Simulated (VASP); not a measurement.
Wanted: the native input for a VASP 6.6.1 run.

* Task: relaxation of cell and atoms
* Functional: r2SCAN
* Potentials or basis: VASP PAW PBE potentials, release 64 (Ta_pv)
* Cutoff: 600 eV
* k mesh: 6 × 6 × 6
* Occupations: gaussian, width 0.1 eV
* Spin: no spin polarisation
* Dipole correction: no
* Further INCAR settings: ALGO = Normal; EDIFF = 1e-07; IBRION = 2; EDIFFG = -0.04; NSW = 90; ISIF = 3

Crystal: Ta.

```
CELL_PARAMETERS angstrom
2.68508 0.00000 0.00000
0.00000 2.68508 0.00000
0.00000 0.00000 2.68508
ATOMIC_POSITIONS crystal
Ta 0.00000 0.00000 0.00000
```

These files were run (other wordings do the same):

POSCAR

```
Ta
1.0
    2.6850816500      0.0000000000      0.0000000000
    0.0000000000      2.6850816500      0.0000000000
    0.0000000000      0.0000000000      2.6850816500
Ta
1
Direct
    0.0000000000      0.0000000000      0.0000000000
```

INCAR.step1

```
PREC = Accurate ; ENCUT = 600
ISMEAR = 0 ; SIGMA = 0.1
LREAL = False ; LASPH = True
NELM = 100 ; GGA = PE
ALGO = Normal ; EDIFF = 1E-4
LWAVE = True ; LCHARG = False
```

INCAR.step2

```
PREC = Accurate ; ENCUT = 600
EDIFF = 1E-7 ; ISMEAR = 0
SIGMA = 0.1 ; LREAL = False
LASPH = True ; NELM = 100
ALGO = Normal ; ISIF = 3
LWAVE = False ; LCHARG = False
METAGGA = R2SCAN ; LMIXTAU = True
IBRION = 2 ; NSW = 90
EDIFFG = -0.04 ; ISTART = 1
```

KPOINTS

```
regular mesh
0
Gamma
  6 6 6
```

Potentials or basis: VASP PAW PBE potentials, release 64 (Ta_pv).

Launch:

```bash
$ cat potpaw_PBE.64/Ta_pv/POTCAR > POTCAR
$ cp INCAR.step1 INCAR
$ mpirun -np 1 vasp_std > vasp.out
$ cp INCAR.step2 INCAR
$ mpirun -np 1 vasp_std > vasp.out
```

Results of the run:

| Property | Result |
| --- | --- |
| Relaxed volume | 20.54 Å³/atom |
| Relaxed cell | a = 2.739 Å, b = 2.739 Å, c = 2.739 Å, α = 90.00°, β = 90.00°, γ = 90.00° |
| Space group after relaxing (to 0.05 Å) | Pm-3m (No. 221) |
| Energy gained by relaxing | 36.4 meV/atom |
| Ionic steps | 4 |
| Pressure after relaxing | 0.0 GPa |

Caveat: the k points lie up to 0.38 Å⁻¹ apart in the final cell; the PAW data sets were made with another functional, which shifts forces and pressure a little.

Wall time 44 s on 1 thread of Intel(R) Xeon(R) Platinum 8488C (Sapphire Rapids) (shared host), peak memory 0.15 GiB.
